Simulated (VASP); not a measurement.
## MgO: single point with r2SCAN

MgO:

```
CELL_PARAMETERS angstrom
0.00000 2.12460 2.12460
2.12460 0.00000 2.12460
2.12460 2.12460 0.00000
ATOMIC_POSITIONS crystal
Mg 0.00000 0.00000 0.00000
O 0.50000 0.50000 0.50000
```

```yaml
Program: VASP 6.6.1
Task: single point
Functional: r2SCAN
Potentials_or_basis: VASP PAW PBE potentials, release 64 (Mg, O)
Cutoff: 520 eV
k_mesh: 11 × 11 × 11
Occupations: fermi-dirac, width 0.05 eV
Spin: no spin polarisation
Dipole_correction: no
Further_INCAR_settings: ALGO = Normal; EDIFF = 1e-07; NBANDS = 11
```

```json
{
  "Pressure": "-6.1 GPa",
  "Band gap on the k mesh": "5.34 eV, direct"
}
```

Levels at points of the mesh, in eV from the valence-band top:
| k point | band 1 | band 2 | band 3 | band 4 | band 5 | band 6 | band 7 | band 8 | band 9 |
| --- | --- | --- | --- | --- | --- | --- | --- | --- | --- |
| (0.00, 0.00, 0.00) | -18.07 | 0.00 | 0.00 | 0.00 | 5.34 | 16.68 | 16.68 | 16.68 | 20.75 |

Wall time 19 s on 1 thread of Intel(R) Xeon(R) 6975P-C (Granite Rapids), on a shared host, peak memory 0.15 GiB.

Caveat: the PAW data sets were made with another functional, which shifts forces and pressure a little. r2SCAN opens gaps a little over a GGA but as a rule still falls short of measured ones.
